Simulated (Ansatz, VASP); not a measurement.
One calculation of TaN, two programs

```xyz
4
Lattice="0.0000 -2.2081 -2.2081 0.0000 2.2081 -2.2081 4.4162 0.0000 0.0000" Properties=species:S:1:pos:R:3 pbc="T T T"
Ta   -0.0604   -0.1072   -2.2081
Ta    2.2685    0.1072    0.0000
N     2.0716    0.1195   -2.2081
N     0.1365   -0.1195    0.0000
```

Change from the starting cell: mode 1 frozen in at -0.137 Å and mode 2 at -0.119 Å (largest displacements).

Alike in both runs: task single point; functional PBE; k mesh 14 × 14 × 10; occupations gaussian, width 0.15 eV; no spin polarisation.

```csv
,VASP,Ansatz
version,VASP 6.6.1,Ansatz 0.2.0
potentials or method,"VASP PAW PBE potentials, release 64 (Ta_pv, N), cutoff 520 eV","scalar-relativistic, plane waves, PAW"
valence electrons in the cell,32,36
```

```tsv
	VASP	Ansatz	Ansatz less VASP
gap on the k mesh at the Fermi level (eV)	none	none	-
pressure (GPa)	1.3	0.4	-0.95
traceless stress, the component that is largest in VASP (GPa)	-5.85	-5.76	+0.088
rms of the force components (eV/Å)	0.522	0.511	-0.0101
```

Atom by atom the forces differ by 0.012 eV/Å (rms over components). A gap of «none» marks a metal or a gap that the smearing closes. VASP's potentials hold 32 valence electrons a cell and Ansatz's 36, so a difference there can come from the potentials and not from the codes.

Spin-orbit coupling is off throughout.
